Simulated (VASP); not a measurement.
# AgO (F-43m) in VASP: notebook

The runs below take AgO through single point, with LDA.

Program: VASP 6.6.1. These are calculated values, not measurements. Logs are shortened: lines on timing, memory, paths and dates and some standing lists are left out, and cuts for length are marked.

## 1. The cell of the first run

The structure is cubic, space group F-43m (No. 216). Conventional cell: a = 4.855 Å, b = 4.855 Å, c = 4.855 Å, α = 90.00°, β = 90.00°, γ = 90.00°. Ag (site symmetry -43m) has 4 O at 2.10 Å within 2.8 Å. Within 2.8 Å of O (site symmetry -43m) lie 4 Ag at 2.10 Å.

## 2. Single point, LDA (volume scaled by 0.98)

The input, INCAR:

```
PREC     = Accurate       # precision mode
ENCUT    = 520            # plane-wave cutoff, eV
EDIFF    = 1E-6           # SCF threshold, eV
ISMEAR   = -1             # smearing method
SIGMA    = 0.15           # smearing width, eV
LREAL    = F              # projectors in reciprocal space
LASPH    = T              # aspherical terms in the spheres
NELM     = 60             # most SCF steps
ALGO     = Normal         # electronic algorithm
ISIF     = 2              # what is computed and relaxed
LWAVE    = F              # write WAVECAR
LCHARG   = T              # write CHGCAR
LELF     = T              # ELF
LVHAR    = T            
NBANDS   = 16             # bands
```

The input, KPOINTS:

```
Automatic mesh
0
Gamma
  16 16 16
```

The input, POSCAR:

```
AgO
1.0
    0.0000000000      2.4276441116      2.4276441116
    2.4276441116      0.0000000000      2.4276441116
    2.4276441116      2.4276441116      0.0000000000
Ag O
1 1
Direct
    0.0000000000      0.0000000000      0.0000000000
    0.7500000000      0.7500000000      0.7500000000
```

Potentials or basis: VASP PAW LDA potentials, release 64 (Ag, O).

On the command line:

```sh
cat potpaw_LDA.64/Ag/POTCAR potpaw_LDA.64/O/POTCAR > POTCAR
mpirun -np 1 vasp_std > vasp.out
```

OUTCAR:

```text
PREC = Accurate
   ENCUT = 520
   EDIFF = 1E-6
   ISMEAR = -1
   LREAL = F
   LASPH = T
   NELM = 60
   ISIF = 2

 ion  position               nearest neighbor table
   1  0.000  0.000  0.000-   2 2.10   2 2.10   2 2.10   2 2.10
   2  0.750  0.750  0.750-   1 2.10   1 2.10   1 2.10   1 2.10

  LATTYP: Found a face centered cubic cell.
 ALAT       =     4.8552882232

  Lattice vectors:

 A1 = (   0.0000000000,   2.4276441116,   2.4276441116)
 A2 = (   2.4276441116,   0.0000000000,   2.4276441116)
 A3 = (   2.4276441116,   2.4276441116,   0.0000000000)

Analysis of symmetry for initial positions (statically):
=====================================================================
 Subroutine PRICEL returns:
 Original cell was already a primitive cell.

 Routine SETGRP: Setting up the symmetry group for a
 face centered cubic supercell.

 Subroutine GETGRP returns: Found 24 space group operations
 (whereof 24 operations were pure point group operations)
 out of a pool of 48 trial point group operations.

The static configuration has the point symmetry T_d .

Analysis of symmetry for dynamics (positions and initial velocities):
=====================================================================
 Subroutine PRICEL returns:
 Original cell was already a primitive cell.

 Routine SETGRP: Setting up the symmetry group for a
 face centered cubic supercell.

 Subroutine GETGRP returns: Found 24 space group operations
 (whereof 24 operations were pure point group operations)
 out of a pool of 48 trial point group operations.

The dynamic configuration has the point symmetry T_d .

 Subroutine INISYM returns: Found 24 space group operations
 (whereof 24 operations are pure point group operations),
 and found     1 'primitive' translations

----------------------------------------------------------------------------------------

                                     Primitive cell

  volume of cell :      28.6144

  direct lattice vectors                    reciprocal lattice vectors
     0.000000000  2.427644112  2.427644112    -0.205960996  0.205960996  0.205960996
     2.427644112  0.000000000  2.427644112     0.205960996 -0.205960996  0.205960996
     2.427644112  2.427644112  0.000000000     0.205960996  0.205960996 -0.205960996

  length of vectors
     3.433207227  3.433207227  3.433207227     0.356734910  0.356734910  0.356734910

  position of ions in fractional coordinates (direct lattice)
     0.000000000  0.000000000  0.000000000
     0.750000000  0.750000000  0.750000000

  ion indices of the primitive-cell ions
   primitive index   ion index
                 1           1
                 2           2

----------------------------------------------------------------------------------------

 KPOINTS: Automatic mesh

Automatic generation of k-mesh.
 Grid dimensions read from file:
 generate k-points for:   16   16   16

 Generating k-lattice:

  Cartesian coordinates                     Fractional coordinates (reciprocal lattice)
    -0.012872562  0.012872562  0.012872562     0.062500000  0.000000000  0.000000000
     0.012872562 -0.012872562  0.012872562     0.000000000  0.062500000  0.000000000
     0.012872562  0.012872562 -0.012872562     0.000000000  0.000000000  0.062500000

  Length of vectors
     0.022295932  0.022295932  0.022295932

  Shift w.r.t. Gamma in fractional coordinates (k-lattice)
     0.000000000  0.000000000  0.000000000

 Subroutine IBZKPT returns following result:
 ===========================================

 Found    145 irreducible k-points:

 Following reciprocal coordinates:
            Coordinates               Weight
  0.000000  0.000000  0.000000      1.000000
  0.062500  0.000000  0.000000      8.000000
  0.125000  0.000000  0.000000      8.000000
  0.187500  0.000000  0.000000      8.000000
  0.250000  0.000000  0.000000      8.000000
  0.312500  0.000000  0.000000      8.000000
[... 16 lines left out ...]
 -0.125000  0.062500  0.000000     24.000000
 -0.062500  0.062500  0.000000     12.000000
 [... further k-points ...]
   k-points           NKPTS =    145   k-points in BZ     NKDIM =    145   number of bands    NBANDS=     16
   number of dos      NEDOS =    301   number of ions     NIONS =      2
   total plane-waves  NPLWV =  21952
   dimension x,y,z NGX =    28 NGY =   28 NGZ =   28
   dimension x,y,z NGXF=    56 NGYF=   56 NGZF=   56
   ions per type =               1   1
   NGX,Y,Z   is equivalent  to a cutoff of  13.56, 13.56, 13.56 a.u.
   NGXF,Y,Z  is equivalent  to a cutoff of  27.12, 27.12, 27.12 a.u.
 SYSTEM =  unknown system
   PREC   = accura    normal or accurate (medium, high low for compatibility)
   ISTART =      0    job   : 0-new  1-cont  2-samecut
   ICHARG =      2    charge: 1-file 2-atom 10-const
   ISPIN  =      1    spin polarized calculation?
   LNONCOLLINEAR =      F non collinear calculations
   LSORBIT =      F    spin-orbit coupling
   LASPH  =      T    aspherical Exc in radial PAW
   ENCUT  =  520.0 eV  38.22 Ry    6.18 a.u.   6.38  6.38  6.38*2*pi/ulx,y,z
   NELM   =     60;   NELMIN=  2; NELMDL= -5     # of ELM steps
   EDIFF  = 0.1E-05   stopping-criterion for ELM
   LREAL  =      F    real-space projection
   EDIFFG = 0.1E-04   stopping-criterion for IOM
   NSW    =      0    number of steps for IOM
   IBRION =     -1    ionic relax: 0-MD 1-quasi-New 2-CG
   NFREE  =      0    steps in history (QN), initial steepest desc. (CG)
   ISIF   =      2    stress and relaxation
   ISYM   =      2    0-nonsym 1-usesym 2-fastsym
   POTIM  = 0.5000    time-step for ionic-motion
   TEBEG  =    0.0;   TEEND  =   0.0 temperature during run
   PSTRESS=    0.0 pullay stress
   NELECT =      17.0000    total number of electrons
   NUPDOWN=      -1.0000    fix difference up-down
   EMIN   =  10.00;   EMAX   =-10.00  energy-range for DOS
   EFERMI =   0.00;   METHOD = LEGACY
   ISMEAR =    -1;   SIGMA  =   0.15  broadening in eV -4-tet -1-fermi 0-gaus
   EFERMI_NEDOS =   21; number of points for ismear=-14 and -15
   IALGO  =     38    algorithm
   IMIX   =      4    mixing-type and parameters
     AMIX     =   0.40;   BMIX     =  1.00
     AMIX_MAG =   1.60;   BMIX_MAG =  1.00
  volume/ion in A,a.u.               =      14.31        96.55
  Fermi-wavevector in a.u.,A,eV,Ry     =   1.376246  2.600728 25.770162  1.894053
  Thomas-Fermi vector in A             =   2.501508
   LORBIT       =      0    0 simple, 1 ext, 2 COOP (PROOUT), +10 PAW based schemes
   GGA     = CA    functional components
   LHFCALC =     F    Hartree Fock is set to
   AEXX    =    0.0000 exact exchange contribution
   IVDW    =     0    specifies the selected vdW correction
   LEPSILON=     F    determine dielectric tensor
   LRPA    =     F    only Hartree local field effects (RPA)
 non-spin polarized calculation
  energy-cutoff  :      520.00
  volume of cell :       28.61
 maximum number of plane-waves:       785
 NGX is ok and might be reduce to    28
   NGX = 13   NGY = 13   NGZ = 13

 number of electron      17.0000001 magnetization

 Free energy of the ion-electron system (eV)
  ---------------------------------------------------
  ext. energy  EPLUGINS =         0.00000000
  ---------------------------------------------------
  free energy    TOTEN  =        -9.07262894 eV

  energy without entropy =       -8.92730817  energy(sigma->0) =       -8.99996856

 E-fermi :   4.3865     XC(G=0): -11.4114

 val. band max:        4.3731700874   @ k =  -0.3125   0.1875   0.0625
 cond. band min:       4.3951480122   @ k =  -0.3750   0.1250   0.0000
 fundamental gap:      0.0219779247
 Fermi energy:         4.3865499158

 k-point     1 :       0.0000    0.0000    0.0000
  band No.  band energies     occupation
      1     -13.6246      2.00000
      2      -1.5520      2.00000
      3      -1.5520      2.00000
      4      -1.5520      2.00000
      5       1.1512      2.00000
      6       1.1512      2.00000
[... 8 lines left out ...]
     15      23.7284      0.00000
     16      23.7284      0.00000

 k-point     2 :       0.0625    0.0000    0.0000
  band No.  band energies     occupation
      1     -13.6103      2.00000
      2      -1.5655      2.00000
      3      -1.5331      2.00000
      4      -1.5331      2.00000
      5       1.1451      2.00000
      6       1.1451      2.00000
[... 8 lines left out ...]
     15      23.5716      0.00000
     16      23.5716      0.00000

 k-point     3 :       0.1250    0.0000    0.0000
  band No.  band energies     occupation
      1     -13.5700      2.00000
      2      -1.5908      2.00000
      3      -1.4802      2.00000
      4      -1.4802      2.00000
      5       1.1318      2.00000
      6       1.1318      2.00000
[... 8 lines left out ...]
     15      23.2559      0.00000
     16      23.2559      0.00000

 k-point     4 :       0.1875    0.0000    0.0000
  band No.  band energies     occupation
      1     -13.5097      2.00000
      2      -1.5924      2.00000
      3      -1.4039      2.00000
      4      -1.4039      2.00000
      5       1.1245      2.00000
      6       1.1245      2.00000
[... 8 lines left out ...]
     15      23.0294      0.00000
     16      23.0294      0.00000

 k-point     5 :       0.2500    0.0000    0.0000
  band No.  band energies     occupation
      1     -13.4393      2.00000
      2      -1.5344      2.00000
      3      -1.3198      2.00000
      4      -1.3198      2.00000
      5       1.1386      2.00000
      6       1.1386      2.00000
[... 8 lines left out ...]
     15      23.0488      0.00000
     16      23.0488      0.00000

 k-point     6 :       0.3125    0.0000    0.0000
  band No.  band energies     occupation
      1     -13.3696      2.00000
      2      -1.3963      2.00000
      3      -1.2443      2.00000
      4      -1.2443      2.00000
      5       1.1829      2.00000
      6       1.1829      2.00000
[... 8 lines left out ...]
     15      23.3492      0.00000
     16      23.3492      0.00000

 k-point     7 :       0.3750    0.0000    0.0000
  band No.  band energies     occupation
      1     -13.3113      2.00000
      2      -1.1885      2.00000
      3      -1.1885      2.00000
      4      -1.1871      2.00000
      5       1.2503      2.00000
      6       1.2503      2.00000
[... 8 lines left out ...]
     15      23.8456      0.00000
     16      23.8456      0.00000

 k-point     8 :       0.4375    0.0000    0.0000
  band No.  band energies     occupation
      1     -13.2728      2.00000
      2      -1.1560      2.00000
      3      -1.1560      2.00000
      4      -0.9659      2.00000
      5       1.3142      2.00000
      6       1.3142      2.00000
[... 8 lines left out ...]
     15      24.3536      0.00000
     16      24.3536      0.00000

 k-point     9 :       0.5000    0.0000    0.0000
  band No.  band energies     occupation
      1     -13.2595      2.00000
      2      -1.1456      2.00000
      3      -1.1456      2.00000
      4      -0.8613      2.00000
      5       1.3409      2.00000
      6       1.3409      2.00000
[... 8 lines left out ...]
     15      24.5865      0.00000
     16      24.5865      0.00000
[... 172 lines left out ...]
 k-point    19 :      -0.3750    0.0625    0.0000
  band No.  band energies     occupation
      1     -13.2898      2.00000
      2      -1.1752      2.00000
      3      -1.1595      2.00000
      4      -1.0834      2.00000
      5       1.2152      2.00000
      6       1.3260      2.00000
[... 8 lines left out ...]
     15      23.6884      0.00000
     16      24.3542      0.00000

 k-point    20 :      -0.3125    0.0625    0.0000
  band No.  band energies     occupation
      1     -13.3412      2.00000
      2      -1.3322      2.00000
      3      -1.2147      2.00000
      4      -1.1937      2.00000
      5       1.1339      2.00000
      6       1.2706      2.00000
[... 8 lines left out ...]
     15      22.9464      0.00000
     16      24.0861      0.00000

 k-point    21 :      -0.2500    0.0625    0.0000
  band No.  band energies     occupation
      1     -13.4069      2.00000
      2      -1.5006      2.00000
      3      -1.2898      2.00000
      4      -1.2574      2.00000
      5       1.0813      2.00000
      6       1.2152      2.00000
[... 8 lines left out ...]
     15      22.3819      0.00000
     16      23.9142      0.00000

 k-point    22 :      -0.1875    0.0625    0.0000
  band No.  band energies     occupation
      1     -13.4769      2.00000
      2      -1.5904      2.00000
      3      -1.3745      2.00000
      4      -1.3356      2.00000
      5       1.0671      2.00000
      6       1.1798      2.00000
[... 8 lines left out ...]
     15      22.1809      0.00000
     16      23.9367      0.00000

 k-point    23 :      -0.1250    0.0625    0.0000
  band No.  band energies     occupation
      1     -13.5405      2.00000
      2      -1.6106      2.00000
      3      -1.4532      2.00000
      4      -1.4173      2.00000
      5       1.0838      2.00000
      6       1.1646      2.00000
[... 8 lines left out ...]
     15      22.4114      0.00000
     16      24.0806      0.00000

 k-point    24 :      -0.0625    0.0625    0.0000
  band No.  band energies     occupation
      1     -13.5875      2.00000
      2      -1.5902      2.00000
      3      -1.5099      2.00000
      4      -1.4877      2.00000
      5       1.1150      2.00000
      6       1.1574      2.00000
[... 8 lines left out ...]
     15      22.9436      0.00000
     16      24.0714      0.00000

 [... further k-points ...]
[... 5 lines left out ...]
  --------------------------------------------------------------------------------------
  -------------------------------------------------------------------------------------
  Total        0.4811627      0.4811627      0.4811627      0.0000000      0.0000000      0.0000000
  in kB       26.9412334     26.9412334     26.9412334      0.0000000      0.0000000      0.0000000
  external PRESSURE =      26.9412334 kB  Pullay stress =       0.0000000 kB

 VOLUME and BASIS-vectors are now :
 -----------------------------------------------------------------------------
  energy-cutoff  :      520.00
  volume of cell :       28.61
      direct lattice vectors                 reciprocal lattice vectors
     0.000000000  2.427644112  2.427644112    -0.205960996  0.205960996  0.205960996
     2.427644112  0.000000000  2.427644112     0.205960996 -0.205960996  0.205960996
     2.427644112  2.427644112  0.000000000     0.205960996  0.205960996 -0.205960996

 POSITION                                       TOTAL-FORCE (eV/Angst)
 -----------------------------------------------------------------------------------
      0.00000      0.00000      0.00000        -0.000000     -0.000000     -0.000000
      3.64147      3.64147      3.64147         0.000000      0.000000      0.000000
 -----------------------------------------------------------------------------------
    total drift:                                0.000000      0.000000     -0.000000

  FREE ENERGIE OF THE ION-ELECTRON SYSTEM (eV)
  ---------------------------------------------------
  free  energy   TOTEN  =        -9.0726289377 eV

  energy  without entropy=       -8.9273081740  energy(sigma->0) =       -8.99996856
```

Wall time 47 s (1 thread of AMD EPYC 9R45 (Zen 5), shared host); peak memory 0.16 GiB.

What came out:

```
Free energy : -9.0726 eV
Pressure    : 2.7 GPa
```

Caveat: the cell differs from its parent crystal (volume scaled by 0.98); an odd number of electrons without spin polarisation forces a metal; a magnetic or distorted state may lie lower.

## 3. Single point, LDA

This run uses another cell than the first one, of 14.55 Å³/atom, 1.017 times its volume.

The input, INCAR:

```
SYSTEM = AgO
PREC = Accurate
ENCUT = 520
EDIFF = 1E-6
ISMEAR = 0
SIGMA = 0.1
LREAL = .False.
LASPH = .True.
NELM = 60
ALGO = Normal
ISIF = 2
LWAVE = .False.
LCHARG = .True.
LELF = .True.
LVHAR = .True.
NBANDS = 16
```

The input, KPOINTS:

```
regular mesh
0
Gamma
  16 16 16
  0 0 0
```

The input, POSCAR:

```
AgO
1.0
    0.0000000000      2.4412689455      2.4412689455
    2.4412689455      0.0000000000      2.4412689455
    2.4412689455      2.4412689455      0.0000000000
Ag O
1 1
Direct
    0.0000000000      0.0000000000      0.0000000000
    0.7500000000      0.7500000000      0.7500000000
```

Potentials or basis: VASP PAW LDA potentials, release 64 (Ag, O).

On the command line:

```sh
cat potpaw_LDA.64/Ag/POTCAR potpaw_LDA.64/O/POTCAR > POTCAR
mpirun -np 1 vasp_std > vasp.out
```

Wall time 43 s (1 thread of AMD EPYC 9R45 (Zen 5), shared host); peak memory 0.16 GiB.

The run converged. Its results:

```yaml
Free_energy: -9.0049 eV
Pressure: 0.1 GPa
```

Levels at points of the mesh, in eV from the Fermi level:
| k point | band 6 | band 7 | band 8 | band 9 | band 10 | band 11 | band 12 | band 13 |
| --- | --- | --- | --- | --- | --- | --- | --- | --- |
| (0.00, 0.00, 0.00) | -3.13 | 0.24 | 0.87 | 0.87 | 0.87 | 13.75 | 13.75 | 13.75 |
| (0.50, 0.00, 0.00) | -2.94 | -2.75 | -0.03 | -0.03 | 5.32 | 6.80 | 13.66 | 13.66 |
| (0.50, 0.50, 0.00) | -2.78 | -1.81 | -1.37 | -1.37 | 5.94 | 8.77 | 11.30 | 13.22 |

Caveat: an odd number of electrons without spin polarisation forces a metal; a magnetic or distorted state may lie lower.

## 4. Single point, LDA

This run uses another cell than the first one, of 14.60 Å³/atom, 1.020 times its volume.

The input, INCAR:

```
SYSTEM = AgO
  PREC = Accurate
  ENCUT = 520
  EDIFF = 1E-6
  ISMEAR = -1
  SIGMA = 0.15
  LREAL = .False.
  LASPH = .True.
  NELM = 100
  ALGO = Normal
  ISIF = 2
  LWAVE = .False.
  LCHARG = .False.
  NBANDS = 16
```

The input, KPOINTS:

```
Automatic mesh
0
Gamma
  16 16 16
  0 0 0
```

The input, POSCAR:

```
AgO
1.0
    0.0000000000      2.4440476099      2.4440476099
    2.4440476099      0.0000000000      2.4440476099
    2.4440476099      2.4440476099      0.0000000000
Ag O
1 1
Direct
    0.0000000000      0.0000000000      0.0000000000
    0.7500000000      0.7500000000      0.7500000000
```

On the command line:

```sh
cat potpaw_LDA.64/Ag/POTCAR potpaw_LDA.64/O/POTCAR > POTCAR
mpirun -np 1 vasp_std > vasp.out
```

Wall time 42 s (1 thread of AMD EPYC 9R45 (Zen 5), shared host); peak memory 0.16 GiB.

It converged, with:

```
Free energy : -9.0782 eV
Pressure    : 0.1 GPa
```

Levels at points of the mesh, in eV from the Fermi level:
```tsv
k point	band 7	band 8	band 9	band 10	band 11	band 12
(0.00, 0.00, 0.00)	0.20	0.83	0.83	0.83	13.69	13.69
(0.50, 0.00, 0.00)	-2.79	-0.07	-0.07	5.27	6.76	13.60
(0.50, 0.50, 0.00)	-1.85	-1.41	-1.41	5.89	8.71	11.25
```

Caveat: an odd number of electrons without spin polarisation forces a metal; a magnetic or distorted state may lie lower.

[end of part 1 of 2]
